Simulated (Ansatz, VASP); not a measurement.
K2SiB2 in VASP and in Ansatz

```
CELL_PARAMETERS angstrom
1.52003 -9.54362 0.00000
1.52003 9.54362 0.00000
0.00000 0.00000 4.28951
ATOMIC_POSITIONS crystal
K 0.36766 0.63234 0.50000
K 0.63234 0.36766 0.50000
Si 0.00000 0.00000 0.00000
B 0.24890 0.75110 0.00000
B 0.75110 0.24890 0.00000
```

Change from the starting cell: species swapped into the Sm2InNi2 type (Cmmm, No. 65).

Alike in both runs: functional PBE; k mesh 4 × 4 × 4; occupations gaussian, width 0.1 eV; no spin polarisation.

Ansatz relaxed the structure, and its values are those at the end. VASP's run is a single point on that final structure, the one shown.

|  | VASP | Ansatz |
| --- | --- | --- |
| version | VASP 6.6.1 | Ansatz 0.2.0 |
| potentials or method | VASP PAW PBE potentials, release 64 (K_sv, Si, B), cutoff 520 eV | scalar-relativistic, plane waves, PAW |
| valence electrons in the cell | 28 | 28 |

VASP gave:

| Quantity | Value |
| --- | --- |
| gap on the k mesh at the Fermi level (eV) | none |
| pressure (GPa) | 0.1 |
| rms of the force components (eV/Å) | 0.009 |

Q: Which values does Ansatz return?

A: gap on the k mesh at the Fermi level (eV): none; pressure (GPa): 0.1; rms of the force components (eV/Å): 0.011.

A gap of «none» marks a metal or a gap that the smearing closes. The functional is the same, so the differences come from potentials, cutoffs and numerics.

The k mesh is coarse, so the values compare programs but aren't converged.
